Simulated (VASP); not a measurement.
# As in VASP: notebook, part 3 of 3

VASP 6.6.1. The steps go on from the part before.

### Step 6. Single point, PBE+D3(BJ)

This run uses another cell than the first one.

File INCAR:

```
SYSTEM = As
ALGO = Normal ; DIPOL = 0.5 0.5 0.500
EDIFF = 1E-6 ; ENCUT = 520
GGA = PE ; IDIPOL = 3
ISIF = 2 ; ISMEAR = 0
IVDW = 12 ; LASPH = .TRUE.
LCHARG = .TRUE. ; LDIPOL = .TRUE.
LELF = .TRUE. ; LREAL = .FALSE.
LVACPOTAV = .TRUE. ; LVHAR = .TRUE.
LWAVE = .FALSE. ; NBANDS = 12
NELM = 60 ; PREC = Accurate
SIGMA = 0.02
```

File KPOINTS:

```
k-points
0
G
  9 9 1
  0 0 0
```

File POSCAR:

```
As
1.0
    3.7500000000      0.0000000000      0.0000000000
   -1.8750000000      3.2475952642      0.0000000000
    0.0000000000      0.0000000000     28.5742413766
As
2
Direct
    0.3333333333      0.6666666667      0.4842865470
    0.6666666667      0.3333333333      0.5157134530
```

Potentials or basis: VASP PAW PBE potentials, release 64 (As).

Started as:

```bash
cat potpaw_PBE.64/As/POTCAR > POTCAR
mpirun -np 1 vasp_std > vasp.out
```

OUTCAR:

```text
SYSTEM = As
   EDIFF = 1E-6
   ENCUT = 520
   GGA = PE
   ISIF = 2
   ISMEAR = 0
   IVDW = 12
   LASPH = .TRUE.
   LREAL = .FALSE.
   NELM = 60
   PREC = Accurate
 IVDW          = 12

 ion  position               nearest neighbor table
   1  0.333  0.667  0.484-   2 2.34   2 2.34   2 2.34
   2  0.667  0.333  0.516-   1 2.34   1 2.34   1 2.34

  LATTYP: Found a hexagonal cell.
 ALAT       =     3.7500000000
 C/A-ratio  =     7.6197977004

  Lattice vectors:

 A1 = (   3.7500000000,   0.0000000000,   0.0000000000)
 A2 = (  -1.8750000000,   3.2475952642,   0.0000000000)
 A3 = (   0.0000000000,   0.0000000000,  28.5742413766)

Analysis of symmetry for initial positions (statically):
=====================================================================
 Subroutine PRICEL returns:
 Original cell was already a primitive cell.

 Routine SETGRP: Setting up the symmetry group for a
 hexagonal supercell.

 Subroutine GETGRP returns: Found 12 space group operations
 (whereof 12 operations were pure point group operations)
 out of a pool of 24 trial point group operations.

The static configuration has the point symmetry D_3d.

Analysis of symmetry for dynamics (positions and initial velocities):
=====================================================================
 Subroutine PRICEL returns:
 Original cell was already a primitive cell.

 Routine SETGRP: Setting up the symmetry group for a
 hexagonal supercell.

 Subroutine GETGRP returns: Found 12 space group operations
 (whereof 12 operations were pure point group operations)
 out of a pool of 24 trial point group operations.

The dynamic configuration has the point symmetry D_3d.

 Subroutine INISYM returns: Found 12 space group operations
 (whereof 12 operations are pure point group operations),
 and found     1 'primitive' translations

----------------------------------------------------------------------------------------

                                     Primitive cell

  volume of cell :     347.9909
[... 110 lines left out ...]
  volume of cell :      347.99
 maximum number of plane-waves:      9407
 NGX is ok and might be reduce to    28
   NGX = 13   NGY = 13   NGZ =107

 dipolmoment           0.000000      0.000000      0.000000 electrons x Angstroem

 number of electron      10.0000001 magnetization

 dipolmoment           0.000000      0.000000     -0.000000 electrons x Angstroem

 Free energy of the ion-electron system (eV)
  ---------------------------------------------------
  ext. energy  EPLUGINS =         0.00000000
  ---------------------------------------------------
  free energy    TOTEN  =        -8.17844914 eV

  energy without entropy =       -8.17844855  energy(sigma->0) =       -8.17844885

 E-fermi :  -3.1454     XC(G=0):  -1.6727

 val. band max:       -3.2018198776   @ k =   0.4444  -0.0000   0.0000
 cond. band min:      -3.0889977731   @ k =   0.1111   0.1111   0.0000
 fundamental gap:      0.1128221046
 Fermi energy:        -3.1454088218

 k-point     1 :       0.0000    0.0000    0.0000
  band No.  band energies     occupation
      1     -18.4038      2.00000
      2      -9.8998      2.00000
      3      -5.9980      2.00000
      4      -5.9980      2.00000
      5      -4.3599      2.00000
      6      -2.9820      0.00000
      7      -1.2384      0.00000
      8      -1.2384      0.00000
      9       0.8082      0.00000
     10       1.0616      0.00000
     11       1.3536      0.00000
     12       1.6007      0.00000
[... 151 lines left out ...]
 k-point    12 :       0.3333    0.3333    0.0000
  band No.  band energies     occupation
      1     -14.9838      2.00000
      2     -14.9838      2.00000
      3      -9.5656      2.00000
      4      -5.5594      2.00000
      5      -5.5594      2.00000
      6      -0.5456      0.00000
      7       1.4086      0.00000
      8       1.4086      0.00000
      9       3.1878      0.00000
     10       3.3934      0.00000
     11       3.3934      0.00000
     12       4.9681      0.00000

------------------------ aborting loop because EDIFF is reached ----------------------------------------

 Edisp (eV)   -0.39218

 E8    (eV) :    -0.1785

  FORCE on cell =-STRESS in cart. coord.  units (eV):
  Direction    XX          YY          ZZ          XY          YZ          ZX
  --------------------------------------------------------------------------------------
  -------------------------------------------------------------------------------------
  Total       4.26238     4.26238     2.67963     0.00000     0.00000     0.00000
  in kB      19.62433    19.62433    12.33725     0.00000     0.00000     0.00000
  external pressure =       17.20 kB  Pullay stress =        0.00 kB

 VOLUME and BASIS-vectors are now :
 -----------------------------------------------------------------------------
  energy-cutoff  :      520.00
  volume of cell :      347.99
      direct lattice vectors                 reciprocal lattice vectors
     3.750000000  0.000000000  0.000000000     0.266666667  0.153960072  0.000000000
    -1.875000000  3.247595264  0.000000000     0.000000000  0.307920144  0.000000000
     0.000000000  0.000000000 28.574241377     0.000000000  0.000000000  0.034996555

 POSITION                                       TOTAL-FORCE (eV/Angst)
 -----------------------------------------------------------------------------------
     -0.00000      2.16506     13.83812        -0.000000      0.000000     -2.986454
      1.87500      1.08253     14.73612         0.000000     -0.000000      2.986454
 -----------------------------------------------------------------------------------
    total drift:                                0.000000     -0.000000     -0.000000

  FREE ENERGIE OF THE ION-ELECTRON SYSTEM (eV)
  ---------------------------------------------------
  free  energy   TOTEN  =        -8.5706303927 eV

  energy  without entropy=       -8.5706298064  energy(sigma->0) =       -8.57063010

 vacuum level on the upper side and lower side of the slab         1.214         1.214
```

stdout:

```text
POSCAR found type information on POSCAR As
 POSCAR found :  1 types and       2 ions
 scaLAPACK will be used
 LDA part: xc-table for (Slater+PW92), standard interpolation
 POSCAR, INCAR and KPOINTS ok, starting setup
 FFT: planning ... GRIDC
 FFT: planning ... GRID_SOFT
 FFT: planning ... GRID
 WAVECAR not read
 entering main loop
 -----------------------------------------------------------------------------
|                                                                             |
|           W    W    AA    RRRRR   N    N  II  N    N   GGGG   !!!           |
|           W    W   A  A   R    R  NN   N  II  NN   N  G    G  !!!           |
|           W    W  A    A  R    R  N N  N  II  N N  N  G       !!!           |
|           W WW W  AAAAAA  RRRRR   N  N N  II  N  N N  G  GGG   !            |
|           WW  WW  A    A  R   R   N   NN  II  N   NN  G    G                |
|           W    W  A    A  R    R  N    N  II  N    N   GGGG   !!!           |
|                                                                             |
|     Did not find any points to average over, which means that no vacuum     |
|     field-free region was found. Please increase the size of  your cell     |
|     in the dimension of the dipole correction to obtain accurate            |
|     workfunction values.                                                    |
|                                                                             |
 -----------------------------------------------------------------------------
```

Wall time 80 s (1 thread of Intel Xeon Platinum 8259CL at 2.50GHz (Skylake/Cascade Lake), shared host); peak memory 0.37 GiB.

What came out:

```
Free energy                : -8.5706 eV
Largest force              : 2.986 eV/Å
Band gap on the k mesh     : zero (bands 5 and 6 overlap by 0.11 eV)
Dispersion energy per atom : -0.196 eV
```

Forces in eV/Å, atoms in the order of the input:
```
As   0.000  0.000 -2.986
As   0.000  0.000  2.986
```

Levels at points of the mesh, in eV from the Fermi level:
```tsv
k point	band 1	band 2	band 3	band 4	band 5	band 6	band 7	band 8	band 9	band 10
(0.00, 0.00, 0.00)	-15.26	-6.75	-2.85	-2.85	-1.21	0.16	1.91	1.91	3.95	4.21
```

### Step 7. The runs side by side

```tsv
cell	gap on the mesh (eV)	largest force (eV/Å)
a = 3.693, b = 3.693, c = 28.574 Å, angles 90.0, 90.0, 120.0°, 2 atoms, atomic positions A	none	3.69
a = 3.750, b = 3.750, c = 28.574 Å, angles 90.0, 90.0, 120.0°, 2 atoms, atomic positions B	-	1.94
a = 3.750, b = 3.750, c = 28.574 Å, angles 90.0, 90.0, 120.0°, 2 atoms, atomic positions C	-	3.64
a = 3.750, b = 3.750, c = 28.574 Å, angles 90.0, 90.0, 120.0°, 2 atoms, atomic positions D	none	1.88
a = 3.750, b = 3.750, c = 28.574 Å, angles 90.0, 90.0, 120.0°, 2 atoms, atomic positions E	none	2.99
```

Alike in all rows: task single point; level PBE+D3(BJ); potentials or basis VASP PAW PBE potentials, release 64 (As); no spin polarisation; k mesh 9 × 9 × 1; cutoff (eV) 520; smearing gaussian 0.02 eV.

Absolute energies hang on the potentials; compare differences alone.

The gap in the log of VASP goes by the Fermi energy; the results here count the filled bands.